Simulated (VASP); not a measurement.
# Nb (Im-3m) in VASP: a series of runs

Nb is run at these levels: PBE; tasks: single point.

Program: VASP 6.6.1. These are calculated values, not measurements. Logs are shortened: lines on timing, memory, paths and dates and some standing lists are left out, and cuts for length are marked.

### 1 The cell of the first run

It takes space group Im-3m (No. 229, cubic). The conventional cell has a = 3.173 Å, b = 3.173 Å, c = 3.173 Å, α = 90.00°, β = 90.00°, γ = 90.00°. Within 3.6 Å of Nb (site symmetry m-3m) lie 14 Nb at 2.75 to 3.17 Å.

### 2 Single point, PBE (volume scaled by 0.88)

Contents of INCAR:

```
SYSTEM = Nb
PREC = Accurate
ENCUT = 520
EDIFF = 1E-6
ISMEAR = 0
SIGMA = 0.1
LREAL = .False.
LASPH = .True.
NELM = 100
ALGO = Fast
ISIF = 2
LWAVE = .False.
LCHARG = .False.
GGA = PE
NBANDS = 12
```

Contents of KPOINTS:

```
Automatic mesh
0
Gamma
  18 18 18
  0 0 0
```

Contents of POSCAR:

```
Nb
1.0
   -1.5864946956      1.5864946956      1.5864946956
    1.5864946956     -1.5864946956      1.5864946956
    1.5864946956      1.5864946956     -1.5864946956
Nb
1
Direct
    0.0000000000      0.0000000000      0.0000000000
```

Potentials or basis: VASP PAW PBE potentials, release 64 (Nb_sv).

Started as:

```console
> cat potpaw_PBE.64/Nb_sv/POTCAR > POTCAR
> mpirun -np 1 vasp_std > vasp.out
```

OUTCAR:

```text
SYSTEM = Nb
   PREC = Accurate
   ENCUT = 520
   EDIFF = 1E-6
   ISMEAR = 0
   LREAL = .False.
   LASPH = .True.
   NELM = 100
   ISIF = 2
   GGA = PE

 ion  position               nearest neighbor table
   1  0.000  0.000  0.000-

  LATTYP: Found a body centered cubic cell.
 ALAT       =     3.1729893912

  Lattice vectors:

 A1 = (  -1.5864946956,   1.5864946956,   1.5864946956)
 A2 = (   1.5864946956,  -1.5864946956,   1.5864946956)
 A3 = (   1.5864946956,   1.5864946956,  -1.5864946956)

Analysis of symmetry for initial positions (statically):
=====================================================================
 Subroutine PRICEL returns:
 Original cell was already a primitive cell.

 Routine SETGRP: Setting up the symmetry group for a
 body centered cubic supercell.

 Subroutine GETGRP returns: Found 48 space group operations
 (whereof 48 operations were pure point group operations)
 out of a pool of 48 trial point group operations.

The static configuration has the point symmetry O_h .

Analysis of symmetry for dynamics (positions and initial velocities):
=====================================================================
 Subroutine PRICEL returns:
 Original cell was already a primitive cell.

 Routine SETGRP: Setting up the symmetry group for a
 body centered cubic supercell.

 Subroutine GETGRP returns: Found 48 space group operations
 (whereof 48 operations were pure point group operations)
 out of a pool of 48 trial point group operations.

The dynamic configuration has the point symmetry O_h .

 Subroutine INISYM returns: Found 48 space group operations
 (whereof 48 operations are pure point group operations),
 and found     1 'primitive' translations

----------------------------------------------------------------------------------------

                                     Primitive cell

  volume of cell :      15.9726

  direct lattice vectors                    reciprocal lattice vectors
    -1.586494696  1.586494696  1.586494696     0.000000000  0.315160209  0.315160209
     1.586494696 -1.586494696  1.586494696     0.315160209  0.000000000  0.315160209
     1.586494696  1.586494696 -1.586494696     0.315160209  0.315160209  0.000000000

  length of vectors
     2.747889419  2.747889419  2.747889419     0.445703842  0.445703842  0.445703842

  position of ions in fractional coordinates (direct lattice)
     0.000000000  0.000000000  0.000000000

  ion indices of the primitive-cell ions
   primitive index   ion index
                 1           1

----------------------------------------------------------------------------------------

 KPOINTS: Automatic mesh

Automatic generation of k-mesh.
 Grid dimensions read from file:
 generate k-points for:   18   18   18

 Generating k-lattice:

  Cartesian coordinates                     Fractional coordinates (reciprocal lattice)
     0.000000000  0.017508901  0.017508901     0.055555556  0.000000000  0.000000000
     0.017508901  0.000000000  0.017508901     0.000000000  0.055555556  0.000000000
     0.017508901  0.017508901  0.000000000     0.000000000  0.000000000  0.055555556

  Length of vectors
     0.024761325  0.024761325  0.024761325

  Shift w.r.t. Gamma in fractional coordinates (k-lattice)
     0.000000000  0.000000000  0.000000000

 Subroutine IBZKPT returns following result:
 ===========================================

 Found    195 irreducible k-points:

 Following reciprocal coordinates:
            Coordinates               Weight
  0.000000  0.000000  0.000000      1.000000
  0.055556  0.000000  0.000000     12.000000
  0.111111  0.000000  0.000000     12.000000
  0.166667  0.000000  0.000000     12.000000
  0.222222  0.000000  0.000000     12.000000
  0.277778  0.000000  0.000000     12.000000
[... 16 lines left out ...]
  0.333333  0.111111  0.000000     48.000000
  0.388889  0.111111  0.000000     48.000000
 [... further k-points ...]
   k-points           NKPTS =    195   k-points in BZ     NKDIM =    195   number of bands    NBANDS=     12
   number of dos      NEDOS =    301   number of ions     NIONS =      1
   total plane-waves  NPLWV =   8000
   dimension x,y,z NGX =    20 NGY =   20 NGZ =   20
   dimension x,y,z NGXF=    40 NGYF=   40 NGZF=   40
   ions per type =               1
   NGX,Y,Z   is equivalent  to a cutoff of  12.10, 12.10, 12.10 a.u.
   NGXF,Y,Z  is equivalent  to a cutoff of  24.20, 24.20, 24.20 a.u.
 SYSTEM =  Nb
   PREC   = accura    normal or accurate (medium, high low for compatibility)
   ISTART =      0    job   : 0-new  1-cont  2-samecut
   ICHARG =      2    charge: 1-file 2-atom 10-const
   ISPIN  =      1    spin polarized calculation?
   LNONCOLLINEAR =      F non collinear calculations
   LSORBIT =      F    spin-orbit coupling
   LASPH  =      T    aspherical Exc in radial PAW
   ENCUT  =  520.0 eV  38.22 Ry    6.18 a.u.   5.11  5.11  5.11*2*pi/ulx,y,z
   NELM   =    100;   NELMIN=  2; NELMDL= -5     # of ELM steps
   EDIFF  = 0.1E-05   stopping-criterion for ELM
   LREAL  =      F    real-space projection
   EDIFFG = 0.1E-04   stopping-criterion for IOM
   NSW    =      0    number of steps for IOM
   IBRION =     -1    ionic relax: 0-MD 1-quasi-New 2-CG
   NFREE  =      0    steps in history (QN), initial steepest desc. (CG)
   ISIF   =      2    stress and relaxation
   ISYM   =      2    0-nonsym 1-usesym 2-fastsym
   POTIM  = 0.5000    time-step for ionic-motion
   TEBEG  =    0.0;   TEEND  =   0.0 temperature during run
   PSTRESS=    0.0 pullay stress
   NELECT =      13.0000    total number of electrons
   NUPDOWN=      -1.0000    fix difference up-down
   EMIN   =  10.00;   EMAX   =-10.00  energy-range for DOS
   EFERMI =   0.00;   METHOD = LEGACY
   ISMEAR =     0;   SIGMA  =   0.10  broadening in eV -4-tet -1-fermi 0-gaus
   EFERMI_NEDOS =   21; number of points for ismear=-14 and -15
   IALGO  =     68    algorithm
   IMIX   =      4    mixing-type and parameters
     AMIX     =   0.40;   BMIX     =  1.00
     AMIX_MAG =   1.60;   BMIX_MAG =  1.00
  volume/ion in A,a.u.               =      15.97       107.79
  Fermi-wavevector in a.u.,A,eV,Ry     =   1.528495  2.888437 31.787246  2.336297
  Thomas-Fermi vector in A             =   2.636246
   LORBIT       =      0    0 simple, 1 ext, 2 COOP (PROOUT), +10 PAW based schemes
   GGA     = PE    functional components
   LHFCALC =     F    Hartree Fock is set to
   AEXX    =    0.0000 exact exchange contribution
   IVDW    =     0    specifies the selected vdW correction
   LEPSILON=     F    determine dielectric tensor
   LRPA    =     F    only Hartree local field effects (RPA)
 non-spin polarized calculation
 RMM-DIIS sequential band-by-band and
 Gauss-broadening in eV      SIGMA  =   0.10
  energy-cutoff  :      520.00
  volume of cell :       15.97
 maximum number of plane-waves:       444
   NGX = 11   NGY = 11   NGZ = 11

 number of electron      13.0000001 magnetization

 Free energy of the ion-electron system (eV)
  ---------------------------------------------------
  ext. energy  EPLUGINS =         0.00000000
  ---------------------------------------------------
  free energy    TOTEN  =       -10.05625315 eV

  energy without entropy =      -10.04938412  energy(sigma->0) =      -10.05281864

 E-fermi :  12.9713     XC(G=0): -13.1332

 val. band max:       12.9647072514   @ k =  -0.3333   0.3889   0.1667
 cond. band min:      12.9826341694   @ k =  -0.1667   0.2222   0.1111
 fundamental gap:      0.0179269180
 Fermi energy:        12.9712968894

 k-point     1 :       0.0000    0.0000    0.0000
  band No.  band energies     occupation
      1     -41.3094      2.00000
      2     -16.2909      2.00000
      3     -16.2909      2.00000
      4     -16.2909      2.00000
      5       6.8272      2.00000
      6      13.2594      0.00005
      7      13.2594      0.00005
      8      13.2594      0.00005
      9      16.5852      0.00000
     10      16.5852      0.00000
     11      27.4758      0.00000
     12      27.4758      0.00000

 k-point     2 :       0.0556    0.0000    0.0000
  band No.  band energies     occupation
      1     -41.2980      2.00000
      2     -16.3559      2.00000
      3     -16.3100      2.00000
      4     -16.2916      2.00000
      5       6.9756      2.00000
      6      13.1641      0.00639
      7      13.2376      0.00017
      8      13.4024      0.00000
      9      16.4279      0.00000
     10      16.5830      0.00000
     11      27.6109      0.00000
     12      27.7324      0.00000

 k-point     3 :       0.1111    0.0000    0.0000
  band No.  band energies     occupation
      1     -41.2648      2.00000
      2     -16.5406      2.00000
      3     -16.3649      2.00000
      4     -16.2937      2.00000
      5       7.3956      2.00000
      6      12.9022      1.67133
      7      13.1458      0.01358
      8      13.8257      0.00000
      9      16.1016      0.00000
     10      16.5854      0.00000
     11      27.9450      0.00000
     12      28.4716      0.00000
[... 286 lines left out ...]
 k-point    23 :       0.3333    0.1111    0.0000
  band No.  band energies     occupation
      1     -40.9483      2.00000
      2     -17.9922      2.00000
      3     -16.8934      2.00000
      4     -16.3969      2.00000
      5       9.3156      2.00000
      6      11.2063      2.00000
      7      13.7915      0.00000
      8      16.3749      0.00000
      9      17.5814      0.00000
     10      19.7750      0.00000
     11      26.3529      0.00000
     12      27.9225      0.00000

 k-point    24 :       0.3889    0.1111    0.0000
  band No.  band energies     occupation
      1     -40.9150      2.00000
      2     -18.1258      2.00000
      3     -16.9560      2.00000
      4     -16.4006      2.00000
      5       9.1580      2.00000
      6      11.0681      2.00000
      7      14.4651      0.00000
      8      16.5199      0.00000
      9      17.8391      0.00000
     10      20.7512      0.00000
     11      25.8628      0.00000
     12      26.9404      0.00000

 [... further k-points ...]

------------------------ aborting loop because EDIFF is reached ----------------------------------------

  FORCE on cell =-STRESS in cart. coord.  units (eV):
  Direction    XX          YY          ZZ          XY          YZ          ZX
  --------------------------------------------------------------------------------------
  -------------------------------------------------------------------------------------
  Total        2.6429278      2.6429278      2.6429278      0.0000000      0.0000000      0.0000000
  in kB      265.1062797    265.1062797    265.1062797      0.0000000      0.0000000      0.0000000
  external PRESSURE =     265.1062797 kB  Pullay stress =       0.0000000 kB

 VOLUME and BASIS-vectors are now :
 -----------------------------------------------------------------------------
  energy-cutoff  :      520.00
  volume of cell :       15.97
      direct lattice vectors                 reciprocal lattice vectors
    -1.586494696  1.586494696  1.586494696     0.000000000  0.315160209  0.315160209
     1.586494696 -1.586494696  1.586494696     0.315160209  0.000000000  0.315160209
     1.586494696  1.586494696 -1.586494696     0.315160209  0.315160209  0.000000000

 POSITION                                       TOTAL-FORCE (eV/Angst)
 -----------------------------------------------------------------------------------
      0.00000      0.00000      0.00000         0.000000     -0.000000      0.000000
 -----------------------------------------------------------------------------------
    total drift:                                0.000000     -0.000000      0.000000

  FREE ENERGIE OF THE ION-ELECTRON SYSTEM (eV)
  ---------------------------------------------------
  free  energy   TOTEN  =       -10.0562531477 eV

  energy  without entropy=      -10.0493841242  energy(sigma->0) =      -10.05281864
```

It took 52 s on 1 thread of Intel Xeon Platinum 8488C (Sapphire Rapids), shared host; peak memory 0.15 GiB.

What came out:

```yaml
Free_energy: -10.0563 eV
Pressure: 26.5 GPa
```

### 3 Single point, PBE (volume scaled by 0.91)

Contents of INCAR:

```
SYSTEM = Nb
PREC = Accurate ; ENCUT = 520
EDIFF = 1E-7 ; ISMEAR = 0
SIGMA = 0.1 ; LREAL = .False.
LASPH = .True. ; NELM = 100
ALGO = Normal ; ISIF = 2
LWAVE = .False. ; LCHARG = .True.
GGA = PE ; LELF = .True.
LVHAR = .True. ; NBANDS = 12
```

Contents of KPOINTS:

```
regular mesh
0
Gamma
  18 18 18
  0 0 0
```

Contents of POSCAR:

```
Nb
1.0
   -1.6043219708      1.6043219708      1.6043219708
    1.6043219708     -1.6043219708      1.6043219708
    1.6043219708      1.6043219708     -1.6043219708
Nb
1
Direct
    0.0000000000      0.0000000000      0.0000000000
```

Potentials or basis: VASP PAW PBE potentials, release 64 (Nb_sv).

Started as:

```console
> cat potpaw_PBE.64/Nb_sv/POTCAR > POTCAR
> mpirun -np 1 vasp_std > vasp.out
```

Run time: 31 s. Hardware: 1 thread of Intel Xeon Platinum 8488C (Sapphire Rapids), shared host; peak memory 0.17 GiB.

It converged, with:

```
Free energy : -10.1328 eV
Pressure    : 18.4 GPa
```

Levels at points of the mesh, in eV from the Fermi level:
```tsv
k point	band 3	band 4	band 5	band 6	band 7	band 8	band 9	band 10
(0.00, 0.00, 0.00)	-29.37	-29.37	-6.09	0.32	0.32	0.32	3.53	3.53
(0.50, 0.00, 0.00)	-29.92	-29.39	-4.11	-1.95	2.75	3.62	4.38	7.10
(0.50, 0.50, 0.50)	-30.57	-30.57	-4.27	-4.27	6.21	6.21	6.21	9.85
```
